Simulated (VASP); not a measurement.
# Zn2CdSe3 (P6/mmm) in VASP: a series of runs

Runs on Zn2CdSe3. Level: PBE. Tasks: single point.

Everything below comes from runs of VASP 6.6.1. Logs are shortened: lines on timing, memory, paths and dates and some standing lists are left out, and cuts for length are marked.

## 1. The cell of the first run

Symmetry: P6/mmm, No. 191, hexagonal system. The conventional cell has a = 4.394 Å, b = 4.394 Å, c = 8.856 Å, α = 90.00°, β = 90.00°, γ = 120.00°. Zn (site symmetry -6m2) has 3 Zn at 2.54 Å and 3 Cd at 2.54 Å within 3.3 Å. Within 3.1 Å of Cd (site symmetry 6/mmm) lie 2 Se at 2.38 Å and 6 Zn at 2.54 Å. Within 2.7 Å of Se (site symmetry 6mm) lie 1 Se at 2.05 Å and 1 Cd at 2.38 Å. Within 2.7 Å of Se (site symmetry 6/mmm) lie 2 Se at 2.05 Å.

The cell was generated, and may not be a known phase.

## 2. Single point, PBE

INCAR reads:

```
ALGO = Normal
EDIFF = 1E-6
ENCUT = 520
GGA = PE
ISIF = 2
ISMEAR = 0
LASPH = T
LCHARG = F
LREAL = F
LWAVE = F
NBANDS = 36
NELM = 80
PREC = Accurate
SIGMA = 0.1
```

KPOINTS reads:

```
k-points
0
Gamma
  6 6 2
```

POSCAR reads:

```
Zn2CdSe3
1.0
    4.3935463200      0.0000000000      0.0000000000
   -2.1967731600      3.8049227200      0.0000000000
    0.0000000000      0.0000000000      8.8564133300
Zn Cd Se
2 1 3
Direct
    0.3333333300      0.6666666700      0.5000000000
    0.6666666700      0.3333333300      0.5000000000
    0.0000000000      0.0000000000      0.5000000000
    0.0000000000      0.0000000000      0.7686601000
    0.0000000000      0.0000000000      0.2313399000
    0.0000000000      0.0000000000      0.0000000000
```

Potentials or basis: VASP PAW PBE potentials, release 64 (Zn, Cd, Se).

On the command line:

```bash
cat potpaw_PBE.64/Zn/POTCAR potpaw_PBE.64/Cd/POTCAR potpaw_PBE.64/Se/POTCAR > POTCAR
mpirun -np 1 vasp_std > vasp.out
```

OUTCAR:

```text
EDIFF = 1E-6
   ENCUT = 520
   GGA = PE
   ISIF = 2
   ISMEAR = 0
   LASPH = T
   LREAL = F
   NELM = 80
   PREC = Accurate

 ion  position               nearest neighbor table
   1  0.333  0.667  0.500-   2 2.54   3 2.54   2 2.54   3 2.54   3 2.54   2 2.54
   2  0.667  0.333  0.500-   1 2.54   3 2.54   1 2.54   3 2.54   3 2.54   1 2.54
   3  0.000  0.000  0.500-   4 2.38   5 2.38   1 2.54   2 2.54   1 2.54   2 2.54   2 2.54   1 2.54

   4  0.000  0.000  0.769-   6 2.05   3 2.38
   5  0.000  0.000  0.231-   6 2.05   3 2.38
   6  0.000  0.000  0.000-   4 2.05   5 2.05

  LATTYP: Found a hexagonal cell.
 ALAT       =     4.3935463200
 C/A-ratio  =     2.0157778444

  Lattice vectors:

 A1 = (   4.3935463200,   0.0000000000,   0.0000000000)
 A2 = (  -2.1967731600,   3.8049227200,   0.0000000000)
 A3 = (   0.0000000000,   0.0000000000,   8.8564133300)

Analysis of symmetry for initial positions (statically):
=====================================================================
 Subroutine PRICEL returns:
 Original cell was already a primitive cell.

 Routine SETGRP: Setting up the symmetry group for a
 hexagonal supercell.

 Subroutine GETGRP returns: Found 24 space group operations
 (whereof 24 operations were pure point group operations)
 out of a pool of 24 trial point group operations.

The static configuration has the point symmetry D_6h.

Analysis of symmetry for dynamics (positions and initial velocities):
=====================================================================
 Subroutine PRICEL returns:
 Original cell was already a primitive cell.

 Routine SETGRP: Setting up the symmetry group for a
 hexagonal supercell.

 Subroutine GETGRP returns: Found 24 space group operations
 (whereof 24 operations were pure point group operations)
 out of a pool of 24 trial point group operations.

The dynamic configuration has the point symmetry D_6h.

 Subroutine INISYM returns: Found 24 space group operations
 (whereof 24 operations are pure point group operations),
 and found     1 'primitive' translations

----------------------------------------------------------------------------------------

                                     Primitive cell

  volume of cell :     148.0536

  direct lattice vectors                    reciprocal lattice vectors
     4.393546320  0.000000000  0.000000000     0.227606568  0.131408714  0.000000000
    -2.196773160  3.804922720  0.000000000     0.000000000  0.262817427  0.000000000
     0.000000000  0.000000000  8.856413330     0.000000000  0.000000000  0.112912526

  length of vectors
     4.393546320  4.393546315  8.856413330     0.262817427  0.262817427  0.112912526

  position of ions in fractional coordinates (direct lattice)
     0.333333330  0.666666670  0.500000000
     0.666666670  0.333333330  0.500000000
     0.000000000  0.000000000  0.500000000
     0.000000000  0.000000000  0.768660100
     0.000000000  0.000000000  0.231339900
     0.000000000  0.000000000  0.000000000

  ion indices of the primitive-cell ions
   primitive index   ion index
                 1           1
                 2           2
                 3           3
                 4           4
                 5           5
                 6           6

----------------------------------------------------------------------------------------

 KPOINTS: k-points

Automatic generation of k-mesh.
 Grid dimensions read from file:
 generate k-points for:    6    6    2

 Generating k-lattice:

  Cartesian coordinates                     Fractional coordinates (reciprocal lattice)
     0.037934428  0.021901452  0.000000000     0.166666667  0.000000000  0.000000000
     0.000000000  0.043802905  0.000000000     0.000000000  0.166666667  0.000000000
     0.000000000  0.000000000  0.056456263     0.000000000  0.000000000  0.500000000

  Length of vectors
     0.043802904  0.043802905  0.056456263

  Shift w.r.t. Gamma in fractional coordinates (k-lattice)
     0.000000000  0.000000000  0.000000000

 Subroutine IBZKPT returns following result:
 ===========================================

 Found     14 irreducible k-points:

 Following reciprocal coordinates:
            Coordinates               Weight
  0.000000  0.000000  0.000000      1.000000
  0.166667 -0.000000  0.000000      6.000000
  0.333333  0.000000  0.000000      6.000000
  0.500000  0.000000  0.000000      3.000000
  0.166667  0.166667  0.000000      6.000000
  0.333333  0.166667  0.000000     12.000000
  0.333333  0.333333  0.000000      2.000000
  0.000000  0.000000  0.500000      1.000000
  0.166667 -0.000000  0.500000      6.000000
  0.333333  0.000000  0.500000      6.000000
  0.500000  0.000000  0.500000      3.000000
  0.166667  0.166667  0.500000      6.000000
  0.333333  0.166667  0.500000     12.000000
  0.333333  0.333333  0.500000      2.000000
   k-points           NKPTS =     14   k-points in BZ     NKDIM =     14   number of bands    NBANDS=     36
   number of dos      NEDOS =    301   number of ions     NIONS =      6
   total plane-waves  NPLWV =  90720
   dimension x,y,z NGX =    36 NGY =   36 NGZ =   70
   dimension x,y,z NGXF=    72 NGYF=   72 NGZF=  140
   ions per type =               2   1   3
   NGX,Y,Z   is equivalent  to a cutoff of  13.62, 13.62, 13.14 a.u.
   NGXF,Y,Z  is equivalent  to a cutoff of  27.24, 27.24, 26.28 a.u.
 SYSTEM =  unknown system
   PREC   = accura    normal or accurate (medium, high low for compatibility)
   ISTART =      0    job   : 0-new  1-cont  2-samecut
   ICHARG =      2    charge: 1-file 2-atom 10-const
   ISPIN  =      1    spin polarized calculation?
   LNONCOLLINEAR =      F non collinear calculations
   LSORBIT =      F    spin-orbit coupling
   LASPH  =      T    aspherical Exc in radial PAW
   ENCUT  =  520.0 eV  38.22 Ry    6.18 a.u.   8.17  8.17 16.47*2*pi/ulx,y,z
   NELM   =     80;   NELMIN=  2; NELMDL= -5     # of ELM steps
   EDIFF  = 0.1E-05   stopping-criterion for ELM
   LREAL  =      F    real-space projection
   EDIFFG = 0.1E-04   stopping-criterion for IOM
   NSW    =      0    number of steps for IOM
   IBRION =     -1    ionic relax: 0-MD 1-quasi-New 2-CG
   NFREE  =      0    steps in history (QN), initial steepest desc. (CG)
   ISIF   =      2    stress and relaxation
   ISYM   =      2    0-nonsym 1-usesym 2-fastsym
   POTIM  = 0.5000    time-step for ionic-motion
   TEBEG  =    0.0;   TEEND  =   0.0 temperature during run
   PSTRESS=    0.0 pullay stress
   NELECT =      54.0000    total number of electrons
   NUPDOWN=      -1.0000    fix difference up-down
   EMIN   =  10.00;   EMAX   =-10.00  energy-range for DOS
   EFERMI =   0.00;   METHOD = LEGACY
   ISMEAR =     0;   SIGMA  =   0.10  broadening in eV -4-tet -1-fermi 0-gaus
   EFERMI_NEDOS =   21; number of points for ismear=-14 and -15
   IALGO  =     38    algorithm
   IMIX   =      4    mixing-type and parameters
     AMIX     =   0.40;   BMIX     =  1.00
     AMIX_MAG =   1.60;   BMIX_MAG =  1.00
  volume/ion in A,a.u.               =      24.68       166.52
  Fermi-wavevector in a.u.,A,eV,Ry     =   1.169678  2.210372 18.614775  1.368147
  Thomas-Fermi vector in A             =   2.306148
   LORBIT       =      0    0 simple, 1 ext, 2 COOP (PROOUT), +10 PAW based schemes
   GGA     = PE    functional components
   LHFCALC =     F    Hartree Fock is set to
   AEXX    =    0.0000 exact exchange contribution
   IVDW    =     0    specifies the selected vdW correction
   LEPSILON=     F    determine dielectric tensor
   LRPA    =     F    only Hartree local field effects (RPA)
 non-spin polarized calculation
 Gauss-broadening in eV      SIGMA  =   0.10
  energy-cutoff  :      520.00
  volume of cell :      148.05
 maximum number of plane-waves:      4006
 NGX is ok and might be reduce to    36
   NGX = 17   NGY = 17   NGZ = 33

 number of electron      54.0000014 magnetization

 Free energy of the ion-electron system (eV)
  ---------------------------------------------------
  ext. energy  EPLUGINS =         0.00000000
  ---------------------------------------------------
  free energy    TOTEN  =        -7.93762242 eV

  energy without entropy =       -7.91893092  energy(sigma->0) =       -7.92827667

 E-fermi :   2.4163     XC(G=0):  -8.9593

 val. band max:        2.3795624818   @ k =   0.5000   0.0000   0.0000
 cond. band min:       2.4888298544   @ k =   0.1667  -0.0000   0.5000
 fundamental gap:      0.1092673726
 Fermi energy:         2.4162988944

 k-point     1 :       0.0000    0.0000    0.0000
  band No.  band energies     occupation
      1     -14.5957      2.00000
      2     -12.3326      2.00000
      3      -9.9690      2.00000
      4      -8.3456      2.00000
      5      -7.7077      2.00000
      6      -7.7077      2.00000
[... 28 lines left out ...]
     35       6.4430      0.00000
     36       8.7812      0.00000

 k-point     2 :       0.1667   -0.0000    0.0000
  band No.  band energies     occupation
      1     -14.5701      2.00000
      2     -12.3031      2.00000
      3      -9.9336      2.00000
      4      -8.1333      2.00000
      5      -7.8042      2.00000
      6      -7.7306      2.00000
[... 28 lines left out ...]
     35       7.8030      0.00000
     36       8.2438      0.00000

 k-point     3 :       0.3333    0.0000    0.0000
  band No.  band energies     occupation
      1     -14.5181      2.00000
      2     -12.2427      2.00000
      3      -9.8667      2.00000
      4      -8.0424      2.00000
      5      -7.7657      2.00000
      6      -7.6291      2.00000
[... 28 lines left out ...]
     35       8.7082      0.00000
     36       9.9583      0.00000
[... 352 lines left out ...]
 k-point    13 :       0.3333    0.1667    0.5000
  band No.  band energies     occupation
      1     -14.4496      2.00000
      2     -12.4687      2.00000
      3      -8.6508      2.00000
      4      -8.2359      2.00000
      5      -8.0949      2.00000
      6      -7.8880      2.00000
[... 28 lines left out ...]
     35       9.4069      0.00000
     36       9.8339      0.00000

 k-point    14 :       0.3333    0.3333    0.5000
  band No.  band energies     occupation
      1     -14.4367      2.00000
      2     -12.4517      2.00000
      3      -8.6300      2.00000
      4      -8.2230      2.00000
      5      -8.0469      2.00000
      6      -8.0469      2.00000
[... 28 lines left out ...]
     35       9.1340      0.00000
     36       9.1340      0.00000

------------------------ aborting loop because EDIFF is reached ----------------------------------------

  FORCE on cell =-STRESS in cart. coord.  units (eV):
  Direction    XX          YY          ZZ          XY          YZ          ZX
  --------------------------------------------------------------------------------------
  -------------------------------------------------------------------------------------
  Total        7.2647868      7.2647867     48.9945495      0.0000000     -0.0000000      0.0000000
  in kB       78.6166486     78.6166484    530.1996354      0.0000000     -0.0000000      0.0000000
  external PRESSURE =     229.1443108 kB  Pullay stress =       0.0000000 kB

 VOLUME and BASIS-vectors are now :
 -----------------------------------------------------------------------------
  energy-cutoff  :      520.00
  volume of cell :      148.05
      direct lattice vectors                 reciprocal lattice vectors
     4.393546320  0.000000000  0.000000000     0.227606568  0.131408714  0.000000000
    -2.196773160  3.804922720  0.000000000     0.000000000  0.262817427  0.000000000
     0.000000000  0.000000000  8.856413330     0.000000000  0.000000000  0.112912526

 POSITION                                       TOTAL-FORCE (eV/Angst)
 -----------------------------------------------------------------------------------
     -0.00000      2.53662      4.42821         0.000000     -0.000000      0.000000
      2.19677      1.26831      4.42821        -0.000000     -0.000000     -0.000000
      0.00000      0.00000      4.42821        -0.000000      0.000000      0.000000
      0.00000      0.00000      6.80757        -0.000000      0.000000     -4.120291
      0.00000      0.00000      2.04884        -0.000000      0.000000      4.120291
      0.00000      0.00000      0.00000        -0.000000      0.000000      0.000000
 -----------------------------------------------------------------------------------
    total drift:                                0.000000      0.000000      0.000000

  FREE ENERGIE OF THE ION-ELECTRON SYSTEM (eV)
  ---------------------------------------------------
  free  energy   TOTEN  =        -7.9376224157 eV

  energy  without entropy=       -7.9189309179  energy(sigma->0) =       -7.92827667
```

Run time: 2.4 min. Hardware: 1 thread of Intel Xeon 8259CL, shared host; peak memory 0.32 GiB.

What came out:

```yaml
Free_energy: -7.9376 eV
Pressure: 22.9 GPa
Largest_force: 4.120 eV/Å
Band_gap_on_the_k_mesh: zero (bands 27 and 28 overlap by 1.69 eV)
```

Forces on the atoms (eV/Å):
```
Zn   0.000  0.000  0.000
Zn   0.000  0.000  0.000
Cd   0.000  0.000  0.000
Se   0.000  0.000 -4.120
Se   0.000  0.000  4.120
Se   0.000  0.000  0.000
```

Levels at points of the mesh, in eV from the Fermi level:
```tsv
k point	band 22	band 23	band 24	band 25	band 26	band 27	band 28	band 29	band 30	band 31
(0.00, 0.00, 0.00)	-4.07	-1.98	-1.98	-0.20	-0.20	0.55	0.70	2.36	2.59	2.59
(0.50, 0.00, 0.00)	-4.66	-4.43	-3.47	-2.26	-1.92	-0.04	0.28	1.16	2.79	2.87
(0.00, 0.00, 0.50)	-3.83	-2.38	-2.38	-2.09	0.49	0.49	1.60	2.59	2.59	2.84
(0.50, 0.00, 0.50)	-4.22	-3.22	-2.76	-2.46	-1.24	-1.20	-0.40	0.21	1.64	2.85
```

Caveat: the stress differs along the axes, from 8 to 53 GPa; forces of over 1 eV/Å act on the atoms, so gaps and moduli don't describe the material at rest.

## 3. Single point, PBE

This run uses another cell than the first one, of 32.65 Å³/atom.

INCAR reads:

```
SYSTEM = Zn2CdSe3
ALGO     = Normal         ! electronic algorithm
EDIFF    = 1E-6           ! SCF threshold, eV
ENCUT    = 520            ! plane-wave cutoff, eV
GGA      = PE             ! functional
ISIF     = 2              ! what is computed and relaxed
ISMEAR   = 0              ! smearing method
LASPH    = .True.         ! aspherical terms in the spheres
LCHARG   = .False.        ! write CHGCAR
LREAL    = .False.        ! projectors in reciprocal space
LWAVE    = .False.        ! write WAVECAR
NBANDS   = 36             ! bands
NELM     = 60             ! most SCF steps
PREC     = Accurate       ! precision mode
SIGMA    = 0.1            ! smearing width, eV
```

KPOINTS reads:

```
k-points
0
Gamma
  6 6 2
  0 0 0
```

POSCAR reads:

```
Zn2CdSe3
1.0
    4.7231395302      0.0000000000      0.0000000000
   -2.3615697651      4.0903588187      0.0000000000
    0.0000000000      0.0000000000     10.1400283455
Zn Cd Se
2 1 3
Direct
    0.3333333333      0.6666666667      0.5000000000
    0.6666666667      0.3333333333      0.5000000000
    0.0000000000      0.0000000000      0.5000000000
    0.0000000000      0.0000000000      0.7651437742
    0.0000000000      0.0000000000      0.2348562258
    0.0000000000      0.0000000000      0.0000000000
```

Potentials or basis: VASP PAW PBE potentials, release 64 (Zn, Cd, Se).

On the command line:

```bash
cat potpaw_PBE.64/Zn/POTCAR potpaw_PBE.64/Cd/POTCAR potpaw_PBE.64/Se/POTCAR > POTCAR
mpirun -np 1 vasp_std > vasp.out
```

Run time: 2.6 min. Hardware: 1 thread of Intel Xeon 8259CL, shared host; peak memory 0.36 GiB.

It converged, with:

| Item | Value |
| --- | --- |
| Free energy | -11.3276 eV |
| Pressure | 0.1 GPa |
| Largest force | 0.019 eV/Å |
| Band gap on the k mesh | zero (bands 27 and 28 overlap by 0.88 eV) |

Forces in eV/Å, atoms in the order of the input:
```
Zn   0.000  0.000  0.000
Zn   0.000  0.000  0.000
Cd   0.000  0.000  0.000
Se   0.000  0.000  0.019
Se   0.000  0.000 -0.019
Se   0.000  0.000  0.000
```

Levels at points of the mesh, in eV from the Fermi level:
| k point | band 23 | band 24 | band 25 | band 26 | band 27 | band 28 | band 29 | band 30 | band 31 | band 32 |
| --- | --- | --- | --- | --- | --- | --- | --- | --- | --- | --- |
| (0.00, 0.00, 0.00) | -1.00 | -1.00 | -0.33 | 0.09 | 0.09 | 0.61 | 2.29 | 2.52 | 2.52 | 2.98 |
| (0.50, 0.00, 0.00) | -2.56 | -2.06 | -1.20 | -1.03 | -0.33 | -0.07 | 0.80 | 2.26 | 2.41 | 3.01 |
| (0.00, 0.00, 0.50) | -2.12 | -1.22 | -1.22 | 0.37 | 0.37 | 1.83 | 2.29 | 2.52 | 2.52 | 2.59 |
| (0.50, 0.00, 0.50) | -2.42 | -1.86 | -1.59 | -1.50 | -0.63 | 0.03 | 0.19 | 1.01 | 3.42 | 3.55 |

The gap in the log of VASP goes by the Fermi energy; the results here count the filled bands.